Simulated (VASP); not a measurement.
Set up this calculation in VASP 6.6.1, as the native input.

| Property | Result |
| --- | --- |
| Task | single point |
| Functional | PBEsol |
| Dispersion | D4 |
| Potentials or basis | VASP PAW PBE potentials, release 64 (Al, Ni) |
| Cutoff | 520 eV |
| k mesh | 12 × 12 × 12 |
| Occupations | fermi-dirac, width 0.1 eV |
| Spin | no spin polarisation |
| Dipole correction | no |
| Further INCAR settings | ALGO = Normal; EDIFF = 1e-06; NBANDS = 14 |

The structure of AlNi lies in POSCAR:

```
AlNi
1.0
    2.8625886336      0.0000000000      0.0000000000
    0.0000000000      2.8625886336      0.0000000000
    0.0000000000      0.0000000000      2.8625886336
Al Ni
1 1
Direct
    0.0000000000      0.0000000000      0.0000000000
    0.5000000000      0.5000000000      0.5000000000
```

One way to write it, as run:

INCAR

```
SYSTEM = AlNi
PREC = Accurate ; ENCUT = 520
EDIFF = 1E-6 ; ISMEAR = -1
SIGMA = 0.1 ; LREAL = .FALSE.
LASPH = .TRUE. ; NELM = 80
ALGO = Normal ; ISIF = 2
LWAVE = .FALSE. ; LCHARG = .TRUE.
GGA = PS ; IVDW = 13
LELF = .TRUE. ; LVHAR = .TRUE.
NBANDS = 14
```

KPOINTS

```
Automatic mesh
0
G
  12 12 12
  0 0 0
```

Potentials or basis: VASP PAW PBE potentials, release 64 (Al, Ni).

Launch:

```bash
$ cat potpaw_PBE.64/Al/POTCAR potpaw_PBE.64/Ni/POTCAR > POTCAR
$ mpirun -np 1 vasp_std > vasp.out
```

Results of the run:

```json
{
  "Pressure": "-3.0 GPa",
  "Dispersion energy per atom": "-0.259 eV"
}
```

Caveat: the PAW data sets were made with another functional, which shifts forces and pressure a little; pairwise dispersion overbinds metals, which lowers pressure and volume.

It took 9 s on 1 thread of Intel(R) Xeon(R) 6975P-C (Granite Rapids) (shared host), peak memory 0.15 GiB.
